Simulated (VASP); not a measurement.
# GaP (I-4m2) in VASP: notebook

GaP is run at these levels: PBE, r2SCAN; tasks: single point.

All numbers are computed with VASP 6.6.1; they aren't measurements. Logs are shortened: lines on timing, memory, paths and dates and some standing lists are left out, and cuts for length are marked.

### 1 The cell of the first run

The structure is tetragonal, space group I-4m2 (No. 119). Conventional cell: a = 3.836 Å, b = 3.836 Å, c = 5.451 Å, α = 90.00°, β = 90.00°, γ = 90.00°. Within 3.1 Å of Ga (site symmetry -4m2) lie 4 P at 2.35 Å. Within 3.1 Å of P (site symmetry -4m2) lie 4 Ga at 2.35 Å.

### 2 Single point, PBE (biaxial xy strain -0.5%)

The input, INCAR:

```
SYSTEM = GaP
ALGO = Normal
EDIFF = 1E-6
ENCUT = 520
GGA = PE
ISIF = 2
ISMEAR = -1
LASPH = .TRUE.
LCHARG = .TRUE.
LELF = .TRUE.
LREAL = .FALSE.
LVHAR = .TRUE.
LWAVE = .FALSE.
NBANDS = 16
NELM = 80
PREC = Accurate
SIGMA = 0.02
```

The input, KPOINTS:

```
k-points
0
G
  8 8 8
  0 0 0
```

The input, POSCAR:

```
GaP
1.0
    0.0000000000      2.7125899190      2.7253992957
    2.7125899190      0.0000000000      2.7253992957
    2.7125899190      2.7125899190      0.0000000000
Ga P
1 1
Direct
    0.0000000000      0.0000000000      0.0000000000
    0.2500000000      0.2500000000      0.2500000000
```

Potentials or basis: VASP PAW PBE potentials, release 64 (Ga_d, P).

Started as:

```console
$ cat potpaw_PBE.64/Ga_d/POTCAR potpaw_PBE.64/P/POTCAR > POTCAR
$ mpirun -np 1 vasp_std > vasp.out
```

OUTCAR:

```text
SYSTEM = GaP
   EDIFF = 1E-6
   ENCUT = 520
   GGA = PE
   ISIF = 2
   ISMEAR = -1
   LASPH = .TRUE.
   LREAL = .FALSE.
   NELM = 80
   PREC = Accurate

 ion  position               nearest neighbor table
   1  0.000  0.000  0.000-   2 2.35   2 2.35   2 2.35   2 2.35
   2  0.250  0.250  0.250-   1 2.35   1 2.35   1 2.35   1 2.35

  LATTYP: Found a body centered tetragonal cell.
 ALAT       =     3.8361814526
 C/A-ratio  =     1.4208917536

  Lattice vectors:

 A1 = (  -2.7125899190,   0.0000000000,   2.7253992957)
 A2 = (   2.7125899190,   0.0000000000,   2.7253992957)
 A3 = (   0.0000000000,   2.7125899190,  -2.7253992957)

Analysis of symmetry for initial positions (statically):
=====================================================================
 Subroutine PRICEL returns:
 Original cell was already a primitive cell.

 Routine SETGRP: Setting up the symmetry group for a
 body centered tetragonal supercell.

 Subroutine GETGRP returns: Found  8 space group operations
 (whereof  8 operations were pure point group operations)
 out of a pool of 16 trial point group operations.

The static configuration has the point symmetry D_2d.

Analysis of symmetry for dynamics (positions and initial velocities):
=====================================================================
 Subroutine PRICEL returns:
 Original cell was already a primitive cell.

 Routine SETGRP: Setting up the symmetry group for a
 body centered tetragonal supercell.

 Subroutine GETGRP returns: Found  8 space group operations
 (whereof  8 operations were pure point group operations)
 out of a pool of 16 trial point group operations.

The dynamic configuration has the point symmetry D_2d.

 Subroutine INISYM returns: Found  8 space group operations
 (whereof  8 operations are pure point group operations),
 and found     1 'primitive' translations

----------------------------------------------------------------------------------------

                                     Primitive cell

  volume of cell :      40.1078

  direct lattice vectors                    reciprocal lattice vectors
     0.000000000  2.712589919  2.725399296    -0.184325687  0.184325687  0.183459356
     2.712589919  0.000000000  2.725399296     0.184325687 -0.184325687  0.183459356
     2.712589919  2.712589919  0.000000000     0.184325687  0.184325687 -0.183459356

  length of vectors
     3.845249717  3.845249717  3.836181453     0.318762063  0.318762063  0.318762063

[... 79 lines left out ...]
   NELM   =     80;   NELMIN=  2; NELMDL= -5     # of ELM steps
   EDIFF  = 0.1E-05   stopping-criterion for ELM
   LREAL  =      F    real-space projection
   EDIFFG = 0.1E-04   stopping-criterion for IOM
   NSW    =      0    number of steps for IOM
   IBRION =     -1    ionic relax: 0-MD 1-quasi-New 2-CG
   NFREE  =      0    steps in history (QN), initial steepest desc. (CG)
   ISIF   =      2    stress and relaxation
   ISYM   =      2    0-nonsym 1-usesym 2-fastsym
   POTIM  = 0.5000    time-step for ionic-motion
   TEBEG  =    0.0;   TEEND  =   0.0 temperature during run
   PSTRESS=    0.0 pullay stress
   NELECT =      18.0000    total number of electrons
   NUPDOWN=      -1.0000    fix difference up-down
   EMIN   =  10.00;   EMAX   =-10.00  energy-range for DOS
   EFERMI =   0.00;   METHOD = LEGACY
   ISMEAR =    -1;   SIGMA  =   0.02  broadening in eV -4-tet -1-fermi 0-gaus
   EFERMI_NEDOS =   21; number of points for ismear=-14 and -15
   IALGO  =     38    algorithm
   IMIX   =      4    mixing-type and parameters
     AMIX     =   0.40;   BMIX     =  1.00
     AMIX_MAG =   1.60;   BMIX_MAG =  1.00
  volume/ion in A,a.u.               =      20.05       135.33
  Fermi-wavevector in a.u.,A,eV,Ry     =   1.253400  2.368582 21.374894  1.571010
  Thomas-Fermi vector in A             =   2.387254
   LORBIT       =      0    0 simple, 1 ext, 2 COOP (PROOUT), +10 PAW based schemes
   GGA     = PE    functional components
   LHFCALC =     F    Hartree Fock is set to
   AEXX    =    0.0000 exact exchange contribution
   IVDW    =     0    specifies the selected vdW correction
   LEPSILON=     F    determine dielectric tensor
   LRPA    =     F    only Hartree local field effects (RPA)
 non-spin polarized calculation
  energy-cutoff  :      520.00
  volume of cell :       40.11
 maximum number of plane-waves:      1098
 NGX is ok and might be reduce to    30
   NGX = 15   NGY = 15   NGZ = 15

 number of electron      17.9999988 magnetization

 Free energy of the ion-electron system (eV)
  ---------------------------------------------------
  ext. energy  EPLUGINS =         0.00000000
  ---------------------------------------------------
  free energy    TOTEN  =        -9.10923016 eV

  energy without entropy =       -9.10923016  energy(sigma->0) =       -9.10923016

 E-fermi :   5.2276     XC(G=0):  -9.8753

 val. band max:        4.7561960741   @ k =   0.0000   0.0000   0.0000
 cond. band min:       6.3601618904   @ k =   0.3750   0.0000   0.3750
 fundamental gap:      1.6039658163
 Fermi energy:         5.2276341939

 k-point     1 :       0.0000    0.0000    0.0000
  band No.  band energies     occupation
      1      -9.8204      2.00000
      2      -9.8190      2.00000
      3      -9.8190      2.00000
      4      -9.7173      2.00000
      5      -9.7166      2.00000
      6      -7.8145      2.00000
[... 433 lines left out ...]
      3      -9.7904      2.00000
      4      -9.7229      2.00000
      5      -9.7073      2.00000
      6      -6.3307      2.00000
[... 8 lines left out ...]
     15      15.6181      0.00000
     16      15.6790      0.00000

 [... further k-points ...]

------------------------ aborting loop because EDIFF is reached ----------------------------------------

  FORCE on cell =-STRESS in cart. coord.  units (eV):
  Direction    XX          YY          ZZ          XY          YZ          ZX
  --------------------------------------------------------------------------------------
  -------------------------------------------------------------------------------------
  Total        0.8417590      0.8417590      0.7543435      0.0000000      0.0000000      0.0000000
  in kB       33.6255918     33.6255918     30.1336188      0.0000000      0.0000000      0.0000000
  external PRESSURE =      32.4616008 kB  Pullay stress =       0.0000000 kB

 VOLUME and BASIS-vectors are now :
 -----------------------------------------------------------------------------
  energy-cutoff  :      520.00
  volume of cell :       40.11
      direct lattice vectors                 reciprocal lattice vectors
     0.000000000  2.712589919  2.725399296    -0.184325687  0.184325687  0.183459356
     2.712589919  0.000000000  2.725399296     0.184325687 -0.184325687  0.183459356
     2.712589919  2.712589919  0.000000000     0.184325687  0.184325687 -0.183459356

 POSITION                                       TOTAL-FORCE (eV/Angst)
 -----------------------------------------------------------------------------------
      0.00000      0.00000      0.00000         0.000000      0.000000      0.000000
      1.35629      1.35629      1.36270        -0.000000     -0.000000     -0.000000
 -----------------------------------------------------------------------------------
    total drift:                                0.000001      0.000001      0.000001

  FREE ENERGIE OF THE ION-ELECTRON SYSTEM (eV)
  ---------------------------------------------------
  free  energy   TOTEN  =        -9.1092301597 eV

  energy  without entropy=       -9.1092301597  energy(sigma->0) =       -9.10923016
```

stdout:

```text
POSCAR found type information on POSCAR GaP
 POSCAR found :  2 types and       2 ions
 scaLAPACK will be used
 LDA part: xc-table for (Slater+PW92), standard interpolation
 POSCAR, INCAR and KPOINTS ok, starting setup
 FFT: planning ... GRIDC
 FFT: planning ... GRID_SOFT
 FFT: planning ... GRID
 WAVECAR not read
 entering main loop
```

Run time: 73 s. Hardware: 1 thread of Intel Xeon 8259CL, shared host; peak memory 0.19 GiB.

Results:

```
Free energy            : -9.1092 eV
Pressure               : 3.2 GPa
Band gap on the k mesh : 1.60 eV, indirect (least direct gap 1.89 eV)
```

Stress tensor (GPa, compression positive):
```
3.36 0.00 0.00
0.00 3.36 0.00
0.00 0.00 3.01
```

Levels at points of the mesh, in eV from the valence-band top:
```
           k point  band 6  band 7  band 8  band 9  band 10  band 11  band 12  band 13
(0.00, 0.00, 0.00)  -12.57   -0.03    0.00    0.00     1.89     3.87     3.87     3.88
(0.50, 0.00, 0.00)  -10.47   -6.69   -1.16   -1.12     1.69     4.69     4.73     8.29
(0.50, 0.50, 0.00)   -9.58   -6.83   -2.70   -2.70     1.65     1.83    10.66    10.66
(0.50, 0.00, 0.50)   -9.55   -6.79   -2.74   -2.73     1.62     1.79    10.65    10.66
```

Caveat: the cell differs from its parent crystal (biaxial xy strain -0.5%). A k mesh can miss the band edges.

### 3 Single point, r2SCAN (biaxial xy strain -0.5%)

POSCAR is that of step 2.

The input, INCAR.step1:

```
PREC = Accurate ; ENCUT = 520
ISMEAR = 0 ; SIGMA = 0.01
LREAL = F ; LASPH = T
NELM = 100 ; NBANDS = 16
GGA = PE ; ALGO = Normal
EDIFF = 1E-4 ; LWAVE = T
LCHARG = F
```

The input, INCAR.step2:

```
PREC = Accurate ; ENCUT = 520
EDIFF = 1E-6 ; ISMEAR = 0
SIGMA = 0.01 ; LREAL = F
LASPH = T ; NELM = 100
ALGO = Normal ; ISIF = 2
LWAVE = F ; LCHARG = T
METAGGA = R2SCAN ; LMIXTAU = T
LELF = T ; LVHAR = T
NBANDS = 16 ; ISTART = 1
```

The input, KPOINTS:

```
regular mesh
0
Gamma
  8 8 8
```

Potentials or basis: VASP PAW PBE potentials, release 64 (Ga_d, P).

Started as:

```console
$ cat potpaw_PBE.64/Ga_d/POTCAR potpaw_PBE.64/P/POTCAR > POTCAR
$ cp INCAR.step1 INCAR
$ mpirun -np 1 vasp_std > vasp.out
$ cp INCAR.step2 INCAR
$ mpirun -np 1 vasp_std > vasp.out
```

Run time: 5.2 min. Hardware: 1 thread of Intel Xeon 8259CL, shared host; peak memory 0.19 GiB.

The run converged. Its results:

| Quantity | Value |
| --- | --- |
| Free energy | -21.4620 eV |
| Pressure | 0.8 GPa |
| Band gap on the k mesh | 1.86 eV, indirect (least direct gap 2.42 eV) |

Stress tensor (GPa, compression positive):
```
0.95 0.00 0.00
0.00 0.95 0.00
0.00 0.00 0.57
```

Levels at points of the mesh, in eV from the valence-band top:
```csv
k point,band 5,band 6,band 7,band 8,band 9,band 10,band 11,band 12,band 13,band 14
"(0.00, 0.00, 0.00)",-14.90,-13.10,-0.03,0.00,0.00,2.42,4.17,4.17,4.19,9.50
"(0.50, 0.00, 0.00)",-14.89,-10.91,-6.91,-1.21,-1.17,2.06,5.03,5.06,8.84,11.71
"(0.50, 0.50, 0.00)",-14.87,-9.98,-7.03,-2.82,-2.82,1.91,2.12,11.42,11.42,12.06
"(0.50, 0.00, 0.50)",-14.87,-9.95,-7.00,-2.86,-2.85,1.87,2.07,11.41,11.42,12.11
```

Caveat: the cell differs from its parent crystal (biaxial xy strain -0.5%); the PAW data sets were made with another functional, which shifts forces and pressure a little.
